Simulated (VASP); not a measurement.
A run of VASP 6.6.1:

Contents of INCAR:

```
SYSTEM = Zr
ALGO     = Normal         ! electronic algorithm
EDIFF    = 1E-7           ! SCF threshold, eV
EDIFFG   = -0.04          ! ionic threshold
ENCUT    = 600            ! plane-wave cutoff, eV
GGA      = PS             ! functional
IBRION   = 2              ! ionic algorithm
ISIF     = 3              ! what is computed and relaxed
ISMEAR   = 0              ! smearing method
LASPH    = .TRUE.         ! aspherical terms in the spheres
LCHARG   = .FALSE.        ! write CHGCAR
LREAL    = .FALSE.        ! projectors in reciprocal space
LWAVE    = .FALSE.        ! write WAVECAR
NELM     = 100            ! most SCF steps
NSW      = 90             ! ionic steps
PREC     = Accurate       ! precision mode
SIGMA    = 0.1            ! smearing width, eV
```

Contents of KPOINTS:

```
k-points
0
G
  6 6 6
  0 0 0
```

POSCAR

```
Zr
1.0
    5.3634298198      0.0000000000      0.0000000000
   -2.6817149099      4.6448664754      0.0000000000
    0.0000000000      0.0000000000      3.2880156722
Zr
3
Direct
    0.0000000000      0.0000000000      0.0000000000
    0.3333333333      0.6666666667      0.5000000000
    0.6666666667      0.3333333333      0.5000000000
```

Potentials or basis: VASP PAW PBE potentials, release 64 (Zr_sv).

Command:

```console
$ cat potpaw_PBE.64/Zr_sv/POTCAR > POTCAR
$ mpirun -np 1 vasp_std > vasp.out
```

Hardware: 1 thread of Intel(R) Xeon(R) 6975P-C (Granite Rapids) (shared host).

Problem. Estimate the wall time of this run.

Solution. Wall time 3.7 min on 1 thread of Intel(R) Xeon(R) 6975P-C (Granite Rapids) (shared host), peak memory 0.27 GiB. Counts: scf iterations 100, k points 28, ion steps 9.
